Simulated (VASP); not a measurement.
Wanted: the native input for a VASP 6.6.1 run.

* Task: single point
* Functional: PBE
* Potentials or basis: VASP PAW PBE potentials, release 64 (Si)
* Cutoff: 500 eV
* k mesh: 10 × 10 × 10
* Occupations: gaussian, width 0.3 eV
* Spin: no spin polarisation
* Dipole correction: no
* Further INCAR settings: ALGO = Normal; EDIFF = 1e-06; NBANDS = 11

The structure of Si lies in POSCAR:

```
Si
1.0
    0.0000000000      2.7354874751      2.7354874751
    2.7354874751      0.0000000000      2.7354874751
    2.7354874751      2.7354874751      0.0000000000
Si
2
Direct
    0.5000000000      0.5000000000      0.5000000000
    0.7500000000      0.7500000000      0.7500000000
```

One way to write it, as run:

INCAR

```
SYSTEM = Si
PREC     = Accurate       ! precision mode
ENCUT    = 500            ! plane-wave cutoff, eV
EDIFF    = 1E-6           ! SCF threshold, eV
ISMEAR   = 0              ! smearing method
SIGMA    = 0.3            ! smearing width, eV
LREAL    = .FALSE.        ! projectors in reciprocal space
LASPH    = .TRUE.         ! aspherical terms in the spheres
NELM     = 120            ! most SCF steps
ALGO     = Normal         ! electronic algorithm
ISIF     = 2              ! what is computed and relaxed
LWAVE    = .FALSE.        ! write WAVECAR
LCHARG   = .FALSE.        ! write CHGCAR
GGA      = PE             ! functional
NBANDS   = 11             ! bands
GGA_COMPAT= .FALSE.
```

KPOINTS

```
regular mesh
0
G
  10 10 10
  0 0 0
```

Potentials or basis: VASP PAW PBE potentials, release 64 (Si).

Command:

```console
$ cat potpaw_PBE.64/Si/POTCAR > POTCAR
$ mpirun -np 1 vasp_std > vasp.out
```

Results of the run:

- Pressure: -0.1 GPa
- Band gap on the k mesh: 0.62 eV (least direct gap 2.56 eV)

It took 18 s on 1 thread of Intel(R) Xeon(R) Platinum 8259CL CPU @ 2.50GHz (Skylake/Cascade Lake), on a shared host, peak memory 0.15 GiB.
